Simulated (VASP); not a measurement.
The system is Sc2BeSb2.

```xyz
5
Lattice="-2.1191 2.1191 5.5601 2.1191 -2.1191 5.5601 2.1191 2.1191 -5.5601" Properties=species:S:1:pos:R:3 pbc="T T T"
Sc    0.0000    0.0000    6.9612
Sc    0.0000    0.0000    4.1589
Be    0.0000    0.0000    0.0000
Sb    2.1191    0.0000    2.7800
Sb    0.0000    2.1191    2.7800
```

| Property | Result |
| --- | --- |
| Program | VASP 6.6.1 |
| Task | relaxation of cell and atoms |
| Functional | PBE |
| Potentials or basis | VASP PAW PBE potentials, release 64 (Sc_sv, Be, Sb) |
| Cutoff | 600 eV |
| k mesh | 6 × 6 × 6 |
| Occupations | gaussian, width 0.1 eV |
| Spin | no spin polarisation |

At the start: pressure 33.5 GPa; volume 19.97 Å³/atom.

Problem. Where does the relaxation end?

Solution. Over 13 steps the energy falls by 989.7 meV/atom and the volume is 24.94 Å³/atom (+24.9 %); space group I4/mmm (No. 139, to 0.1 Å) before and after.

The path:
```
step  energy change (eV)  largest force (eV/Å)  pressure (GPa)  volume (Å³)
   1              0.0000                5.7880           33.54        99.87
   2             -2.1124                2.3395           -7.07       173.31
   3             -3.6134                0.0639           -0.56       135.66
   4             -3.6169                0.0352           -0.17       134.65
   5             -3.6174                0.1118            0.14       133.89
   6             -4.0136                0.3044           -0.74       135.95
   7             -4.6848                0.3226           -3.56       139.69
   8             -4.8591                0.8712            1.40       124.02
   9             -4.8720                0.7566            0.11       127.01
  10             -4.9324                0.3614            0.03       125.32
  11             -4.9463                0.0030            0.13       124.03
  12             -4.9464                0.0295            0.12       124.13
  13             -4.9485                0.0024           -0.15       124.71
```

Final structure:
```
Sc Be Sb
1.0
    -2.04807    2.04807    7.43295
     2.04807   -2.04807    7.43295
     2.04807    2.04807   -7.43295
Sc Be Sb
2 1 2
Direct
  0.59961 0.59961 0.00000
  0.40039 0.40039 0.00000
  0.00000 0.00000 0.00000
  0.25000 0.75000 0.50000
  0.75000 0.25000 0.50000
```

Caveat: the volume moved by over 15 % at a fixed basis, so the end points are rough.
